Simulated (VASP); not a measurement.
Runs of VASP 6.6.1 on O. The structure is that of space group Fmmm (No. 69), or close to it. The cells are those of the table. 

```tsv
task	cell	smearing	gap on the mesh (eV)	pressure (GPa)	largest force (eV/Å)
single point	a = 4.274, b = 4.122, c = 2.381 Å, angles 77.1, 70.0, 32.9°, 2 atoms	fermi-dirac 0.08 eV	none	-3.4	0.34
electric field gradients	a = 4.361, b = 4.206, c = 2.430 Å, angles 77.1, 70.0, 32.9°, 2 atoms	fermi-dirac 0.08 eV	none	-10.0	1.43
single point	a = 4.304, b = 4.150, c = 2.398 Å, angles 77.1, 70.0, 32.9°, 2 atoms	fermi-dirac 0.08 eV	none	(a)	0.29
electric field gradients	a = 4.274, b = 4.122, c = 2.381 Å, angles 77.1, 70.0, 32.9°, 2 atoms	fermi-dirac 0.08 eV	none	-3.4	0.34
electric field gradients	a = 4.274, b = 4.122, c = 2.381 Å, angles 77.1, 70.0, 32.9°, 2 atoms	tetrahedron	none	-3.5	0.34
electric field gradients	a = 4.390, b = 4.233, c = 2.446 Å, angles 77.1, 70.0, 32.9°, 2 atoms	fermi-dirac 0.08 eV	none	-11.8	1.93
single point	a = 4.361, b = 4.206, c = 2.430 Å, angles 77.1, 70.0, 32.9°, 2 atoms	fermi-dirac 0.08 eV	none	-10.0	1.43
```

Alike in all rows: level LDA; potentials or basis VASP PAW LDA potentials, release 64 (O); no spin polarisation; k mesh 14 × 14 × 14; cutoff (eV) 520.

Problem. Estimate the missing entries.

Solution. (a) -5.9.

Caveats: the standard files for N, O and F lose accuracy on very short bonds; spin is off for a triplet molecule; forces of over 1 eV/Å act on the atoms, so gaps and moduli don't describe the material at rest (at least some runs); the stress differs along the axes, from -7 to 2 GPa (at least some runs); the stress differs along the axes, from -14 to -6 GPa (at least some runs); the cell stands under tension (at least some runs); the stress differs along the axes, from -8 to 2 GPa (at least some runs).

A gap of «none» marks levels without a gap at the run's occupations.
